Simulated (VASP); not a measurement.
# AlN (P2_1/m) in VASP: single point with HSE06

Aim: the single point of AlN with HSE06.

Everything below comes from runs of VASP 6.6.1. Logs are shortened: lines on timing, memory, paths and dates and some standing lists are left out, and cuts for length are marked.

**1. The cell of the first run**

It takes space group P2_1/m (No. 11, monoclinic). The conventional cell has a = 3.218 Å, b = 4.137 Å, c = 3.293 Å, α = 90.00°, β = 117.72°, γ = 90.00°. Al (site symmetry m) has 5 N at 1.90 to 2.07 Å within 2.5 Å. Within 2.5 Å of N (site symmetry m) lie 5 Al at 1.90 to 2.07 Å.

**2. Single point, HSE06 (shear xy strain +5.3%)**

Contents of POSCAR:

```
AlN
1.0
    3.2923467877      0.0865887205      0.0000000000
   -1.5711853622      2.8079615960      0.0000000000
    0.0000000000      0.0000000000      4.1369586102
Al N
2 2
Direct
    0.3287964653      0.6668966240      0.2500000000
    0.6712035347      0.3331033760      0.7500000000
    0.6745721397      0.3325930955      0.2500000000
    0.3254278603      0.6674069045      0.7500000000
```

Contents of INCAR.step1:

```
PREC = Accurate
ENCUT = 520
EDIFF = 1E-5
ISMEAR = 0
SIGMA = 0.01
LREAL = False
LASPH = True
NELM = 60
ALGO = Normal
ISIF = 2
LWAVE = True
LCHARG = False
GGA = PE
NBANDS = 16
LUSENCCL = False
```

Contents of INCAR.step2:

```
PREC = Accurate
ENCUT = 520
EDIFF = 1E-7
ISMEAR = 0
SIGMA = 0.01
LREAL = False
LASPH = True
NELM = 60
ALGO = Normal
ISIF = 2
LWAVE = False
LCHARG = False
GGA = PE
LHFCALC = True
HFSCREEN = 0.2079
PRECFOCK = Normal
ISTART = 1
NBANDS = 16
LUSENCCL = False
```

Contents of KPOINTS:

```
regular mesh
0
Gamma
  6 6 4
```

Potentials or basis: VASP PAW PBE potentials, release 64 (Al, N).

Started as:

```sh
$ cat potpaw_PBE.64/Al/POTCAR potpaw_PBE.64/N/POTCAR > POTCAR
$ cp INCAR.step1 INCAR
$ mpirun -np 1 vasp_std > vasp.out
$ cp INCAR.step2 INCAR
$ mpirun -np 1 vasp_std > vasp.out
```

OUTCAR:

```text
PREC = Accurate
   ENCUT = 520
   EDIFF = 1E-7
   ISMEAR = 0
   LREAL = False
   LASPH = True
   NELM = 60
   ISIF = 2
   GGA = PE
   LHFCALC = True
   HFSCREEN = 0.2079
   PRECFOCK = Normal
   ISTART = 1

 ion  position               nearest neighbor table
   1  0.329  0.667  0.250-   3 1.90   3 1.90   3 1.91   4 2.07   4 2.07   2 2.80   2 2.80   2 2.81
                             2 2.81   2 2.82   2 2.82
   2  0.671  0.333  0.750-   4 1.90   4 1.90   4 1.91   3 2.07   3 2.07   1 2.80   1 2.80   1 2.81
                             1 2.81   1 2.82   1 2.82
   3  0.675  0.333  0.250-   1 1.90   1 1.90   1 1.91   2 2.07   2 2.07
   4  0.325  0.667  0.750-   2 1.90   2 1.90   2 1.91   1 2.07   1 2.07

  Warning from LATTYP: Monoclinic adjustment (A1->A3, A2->A1, A3->A2)!
  LATTYP: Found a simple monoclinic cell.
 ALAT       =     3.2176500380
 B/A-ratio  =     1.2857080669
 C/A-ratio  =     1.0235685030
 COS(beta)  =    -0.4651899296

  Lattice vectors:

 A1 = (  -1.5711853622,   2.8079615960,   0.0000000000)
 A2 = (   0.0000000000,   0.0000000000,   4.1369586102)
 A3 = (   3.2923467877,   0.0865887205,   0.0000000000)

Analysis of symmetry for initial positions (statically):
=====================================================================
 Subroutine PRICEL returns:
 Original cell was already a primitive cell.

 Routine SETGRP: Setting up the symmetry group for a
 simple monoclinic supercell.

 Subroutine GETGRP returns: Found  4 space group operations
 (whereof  2 operations were pure point group operations)
 out of a pool of  4 trial point group operations.

The static configuration has the point symmetry S_2 .
 The point group associated with its full space group is C_2h.

Analysis of symmetry for dynamics (positions and initial velocities):
=====================================================================
 Subroutine PRICEL returns:
 Original cell was already a primitive cell.

 Routine SETGRP: Setting up the symmetry group for a
 simple monoclinic supercell.

 Subroutine GETGRP returns: Found  4 space group operations
 (whereof  2 operations were pure point group operations)
 out of a pool of  4 trial point group operations.

The dynamic configuration has the point symmetry S_2 .
 The point group associated with its full space group is C_2h.

 Subroutine INISYM returns: Found  4 space group operations
 (whereof  2 operations are pure point group operations),
 and found     1 'primitive' translations

----------------------------------------------------------------------------------------

                                     Primitive cell

  volume of cell :      38.8081

  direct lattice vectors                    reciprocal lattice vectors
     3.292346788  0.086588720  0.000000000     0.299329752  0.167488945 -0.000000000
    -1.571185362  2.807961596  0.000000000    -0.009230390  0.350965394  0.000000000
     0.000000000  0.000000000  4.136958610     0.000000000 -0.000000000  0.241723472

  length of vectors
     3.293485233  3.217650038  4.136958610     0.343002692  0.351086752  0.241723472

  position of ions in fractional coordinates (direct lattice)
     0.328796465  0.666896624  0.250000000
     0.671203535  0.333103376  0.750000000
     0.674572140  0.332593096  0.250000000
     0.325427860  0.667406904  0.750000000

  ion indices of the primitive-cell ions
   primitive index   ion index
                 1           1
                 2           2
                 3           3
                 4           4

----------------------------------------------------------------------------------------

 KPOINTS: regular mesh

Automatic generation of k-mesh.
 Grid dimensions read from file:
 generate k-points for:    6    6    4

 Generating k-lattice:

  Cartesian coordinates                     Fractional coordinates (reciprocal lattice)
     0.049888292  0.027914824 -0.000000000     0.166666667  0.000000000  0.000000000
    -0.001538398  0.058494232  0.000000000     0.000000000  0.166666667  0.000000000
     0.000000000 -0.000000000  0.060430868     0.000000000  0.000000000  0.250000000

  Length of vectors
     0.057167115  0.058514459  0.060430868

  Shift w.r.t. Gamma in fractional coordinates (k-lattice)
     0.000000000  0.000000000  0.000000000

 Subroutine IBZKPT returns following result:
 ===========================================

 Found     60 irreducible k-points:

 Following reciprocal coordinates:
            Coordinates               Weight
  0.000000  0.000000  0.000000      1.000000
  0.166667  0.000000  0.000000      2.000000
  0.333333  0.000000  0.000000      2.000000
  0.500000  0.000000  0.000000      1.000000
  0.000000  0.166667  0.000000      2.000000
  0.166667  0.166667  0.000000      2.000000
[... 16 lines left out ...]
  0.333333  0.000000  0.250000      4.000000
  0.500000  0.000000  0.250000      2.000000
 [... further k-points ...]
   k-points           NKPTS =     60   k-points in BZ     NKDIM =    144   number of bands    NBANDS=     16
   number of dos      NEDOS =    301   number of ions     NIONS =      4
   total plane-waves  NPLWV =  18432
   dimension x,y,z NGX =    24 NGY =   24 NGZ =   32
   dimension x,y,z NGXF=    48 NGYF=   48 NGZF=   64
   ions per type =               2   2
   NGX,Y,Z   is equivalent  to a cutoff of  12.11, 12.40, 12.86 a.u.
   NGXF,Y,Z  is equivalent  to a cutoff of  24.23, 24.80, 25.72 a.u.
 SYSTEM =  unknown system
   PREC   = accura    normal or accurate (medium, high low for compatibility)
   ISTART =      1    job   : 0-new  1-cont  2-samecut
   ICHARG =      0    charge: 1-file 2-atom 10-const
   ISPIN  =      1    spin polarized calculation?
   LNONCOLLINEAR =      F non collinear calculations
   LSORBIT =      F    spin-orbit coupling
   LASPH  =      T    aspherical Exc in radial PAW
   ENCUT  =  520.0 eV  38.22 Ry    6.18 a.u.   6.12  5.98  7.69*2*pi/ulx,y,z
   NELM   =     60;   NELMIN=  2; NELMDL=  0     # of ELM steps
   EDIFF  = 0.1E-06   stopping-criterion for ELM
   LREAL  =      F    real-space projection
   EDIFFG = 0.1E-05   stopping-criterion for IOM
   NSW    =      0    number of steps for IOM
   IBRION =     -1    ionic relax: 0-MD 1-quasi-New 2-CG
   NFREE  =      0    steps in history (QN), initial steepest desc. (CG)
   ISIF   =      2    stress and relaxation
   ISYM   =      3    0-nonsym 1-usesym 2-fastsym
   POTIM  = 0.5000    time-step for ionic-motion
   TEBEG  =    0.0;   TEEND  =   0.0 temperature during run
   PSTRESS=    0.0 pullay stress
   NELECT =      16.0000    total number of electrons
   NUPDOWN=      -1.0000    fix difference up-down
   EMIN   =  10.00;   EMAX   =-10.00  energy-range for DOS
   EFERMI =   0.00;   METHOD = LEGACY
   ISMEAR =     0;   SIGMA  =   0.01  broadening in eV -4-tet -1-fermi 0-gaus
   EFERMI_NEDOS =   21; number of points for ismear=-14 and -15
   IALGO  =     38    algorithm
   IMIX   =      1    mixing-type and parameters
     AMIX     =   0.40;   BMIX     =  1.00
     AMIX_MAG =   1.60;   BMIX_MAG =  1.00
  volume/ion in A,a.u.               =       9.70        65.47
  Fermi-wavevector in a.u.,A,eV,Ry     =   1.218449  2.302535 20.199452  1.484618
  Thomas-Fermi vector in A             =   2.353735
   LORBIT       =      0    0 simple, 1 ext, 2 COOP (PROOUT), +10 PAW based schemes
   GGA     = PE    functional components
   LHFCALC =     T    Hartree Fock is set to
   PRECFOCK=normal    Normal, Fast or Accurate (Low or Medium for compatibility)
   ENCUT4O =  -1.0   cutoff for four orbital integrals eV
   NKREDX  =     1    reduce k-point grid by
   NKREDY  =     1    reduce k-point grid by
   NKREDZ  =     1    reduce k-point grid by
   AEXX    =    0.2500 exact exchange contribution
   HFSCREEN=    0.2079 screening length (either q_TF or 0.3 A-1)
   HFSCREENC=   0.2079 screening length for correlation (either q_TF or 0.3 A-1)
   ENCUTFOCK=  -1.0 apply spherical cutoff to Coloumb kernel
   IVDW    =     0    specifies the selected vdW correction
   LEPSILON=     F    determine dielectric tensor
   LRPA    =     F    only Hartree local field effects (RPA)
 non-spin polarized calculation
 Gauss-broadening in eV      SIGMA  =   0.01
  energy-cutoff  :      520.00
  volume of cell :       38.81
 maximum number of plane-waves:      1060
  NGX = 20; NGY = 18; NGZ = 24

 number of electron      15.9999999 magnetization

 Free energy of the ion-electron system (eV)
  ---------------------------------------------------
  ext. energy  EPLUGINS =         0.00000000
  ---------------------------------------------------
  free energy    TOTEN  =       -34.40949412 eV

  energy without entropy =      -34.40949412  energy(sigma->0) =      -34.40949412

 E-fermi :   7.4212     XC(G=0):  -9.2761

 val. band max:        7.3650135087   @ k =   0.0000   0.0000   0.0000
 cond. band min:      12.1002773893   @ k =   0.0000   0.0000   0.0000
 fundamental gap:      4.7352638806
 Fermi energy:         7.4211550564

 k-point     1 :       0.0000    0.0000    0.0000
  band No.  band energies     occupation
      1     -11.2040      2.00000
      2      -7.1847      2.00000
      3      -0.2001      2.00000
      4       3.5224      2.00000
      5       4.0501      2.00000
      6       5.5483      2.00000
[... 8 lines left out ...]
     15      20.7477      0.00000
     16      21.2407      0.00000

 k-point     2 :       0.1667    0.0000    0.0000
  band No.  band energies     occupation
      1     -10.8773      2.00000
      2      -7.2093      2.00000
      3       0.1582      2.00000
      4       2.4822      2.00000
      5       3.6225      2.00000
      6       4.6361      2.00000
[... 8 lines left out ...]
     15      20.3203      0.00000
     16      21.5206      0.00000

 k-point     3 :       0.3333    0.0000    0.0000
  band No.  band energies     occupation
      1     -10.0080      2.00000
      2      -7.4860      2.00000
      3       0.9021      2.00000
      4       1.1483      2.00000
      5       3.0351      2.00000
      6       3.2326      2.00000
[... 8 lines left out ...]
     15      20.8919      0.00000
     16      22.2817      0.00000
[... 362 lines left out ...]
 k-point    23 :       0.3333    0.0000    0.2500
  band No.  band energies     occupation
      1      -9.6664      2.00000
      2      -7.8588      2.00000
      3      -0.2130      2.00000
      4       1.6212      2.00000
      5       3.3743      2.00000
      6       3.4300      2.00000
[... 8 lines left out ...]
     15      21.3978      0.00000
     16      21.8098      0.00000

 k-point    24 :       0.5000    0.0000    0.2500
  band No.  band energies     occupation
      1      -9.0000      2.00000
      2      -8.0426      2.00000
      3      -0.6484      2.00000
      4       0.7523      2.00000
      5       3.1548      2.00000
      6       3.6820      2.00000
[... 8 lines left out ...]
     15      21.7493      0.00000
     16      22.6247      0.00000

 [... further k-points ...]

------------------------ aborting loop because EDIFF is reached ----------------------------------------

  FORCE on cell =-STRESS in cart. coord.  units (eV):
  Direction    XX          YY          ZZ          XY          YZ          ZX
  --------------------------------------------------------------------------------------
  -------------------------------------------------------------------------------------
  Total       -0.3663209     -0.1160686     -0.1744643     -1.1739685      0.0000000      0.0000000
  in kB      -15.1234114     -4.7918444     -7.2026917    -48.4668247      0.0000000      0.0000000
  external PRESSURE =      -9.0393158 kB  Pullay stress =       0.0000000 kB

 VOLUME and BASIS-vectors are now :
 -----------------------------------------------------------------------------
  energy-cutoff  :      520.00
  volume of cell :       38.81
      direct lattice vectors                 reciprocal lattice vectors
     3.292346788  0.086588720  0.000000000     0.299329752  0.167488945 -0.000000000
    -1.571185362  2.807961596  0.000000000    -0.009230390  0.350965394  0.000000000
     0.000000000  0.000000000  4.136958610     0.000000000 -0.000000000  0.241723472

 POSITION                                       TOTAL-FORCE (eV/Angst)
 -----------------------------------------------------------------------------------
      0.03469      1.90109      1.03424        -0.000108      0.000553      0.000000
      1.68647      0.99346      3.10272         0.000108     -0.000553      0.000000
      1.69836      0.99232      1.03424         0.001480     -0.000268      0.000000
      0.02280      1.90223      3.10272        -0.001480      0.000268      0.000000
 -----------------------------------------------------------------------------------
    total drift:                                0.000000      0.000000      0.000000

  FREE ENERGIE OF THE ION-ELECTRON SYSTEM (eV)
  ---------------------------------------------------
  free  energy   TOTEN  =       -34.4094941186 eV

  energy  without entropy=      -34.4094941186  energy(sigma->0) =      -34.40949412
```

Wall time 66 min (1 × NVIDIA H100 80GB with 1 thread of Intel Xeon Platinum 8481C at 2.70GHz (Sapphire Rapids), shared host); peak memory 1.2 GiB.

What came out:

- Free energy: -34.4095 eV
- Pressure: -0.9 GPa
- Band gap on the k mesh: 4.74 eV

Stress tensor (GPa, compression positive):
```
-1.51 -4.85  0.00
-4.85 -0.48  0.00
 0.00  0.00 -0.72
```

Caveat: the cell differs from its parent crystal (shear xy strain +5.3%); the PAW data sets were made with another functional, which shifts forces and pressure a little.
